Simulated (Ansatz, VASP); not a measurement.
# Two plane-wave programs on HfN

INCAR

```
SYSTEM = HfN
PREC = Accurate ; ENCUT = 520
EDIFF = 1E-7 ; ISMEAR = 0
SIGMA = 0.15 ; LREAL = .FALSE.
LASPH = .TRUE. ; NELM = 60
ALGO = Normal ; ISIF = 2
LWAVE = .FALSE. ; LCHARG = .FALSE.
GGA = PS ; NBANDS = 14
```

The input KPOINTS:

```
Automatic mesh
0
G
  16 16 16
  0 0 0
```

The input POSCAR:

```
HfN
1.0
    0.0000000000      2.5161925500      2.3934514500
    2.5161925500      0.0000000000      2.3934514500
    2.5161925500      2.5161925500      0.0000000000
Hf N
1 1
Direct
    0.0000000000      0.0000000000      0.0000000000
    0.7500000000      0.7500000000      0.7500000000
```

Input for Ansatz:

```yaml
crystal:
  lattice:
    - [0.0, 2.51619255, 2.39345145]
    - [2.51619255, 0.0, 2.39345145]
    - [2.51619255, 2.51619255, 0.0]
  atoms:
    - { symbol: Hf, position: [0.0, 0.0, 0.0] }
    - { symbol: "N", position: [0.75, 0.75, 0.75] }
basis:
  ecutwfc: 420
kpoints:
  mp_grid: { grid: [16, 16, 16] }
hamiltonian:
  xc: pbesol
scf:
  occupations: { method: gaussian, width: 0.15 }
output:
  forces: true
  stress: true
  eigenvalues: true
```

Change from the starting cell: strain +0.025 along x and y, -0.025 along z, atoms carried along.

Alike in both runs: task single point; functional PBEsol; k mesh 16 × 16 × 16; occupations gaussian, width 0.15 eV; no spin polarisation.

```csv
,VASP,Ansatz
version,VASP 6.6.1,Ansatz 0.2.0
potentials or method,"VASP PAW PBE potentials, release 64 (Hf_pv, N), cutoff 520 eV","scalar-relativistic, plane waves, PAW"
valence electrons in the cell,15,31
```

```tsv
	VASP	Ansatz	Ansatz less VASP
gap on the k mesh at the Fermi level (eV)	none	none	-
pressure (GPa)	-10.2	-9.3	+0.95
traceless stress, the component that is largest in VASP (GPa)	4.65	4.64	-0.010
```

VASP's potentials were made for PBE, not for PBEsol. A gap of «none» marks a metal or a gap that the smearing closes. VASP's potentials hold 15 valence electrons a cell and Ansatz's 31, so a difference there can come from the potentials and not from the codes.

Spin-orbit coupling is off throughout.
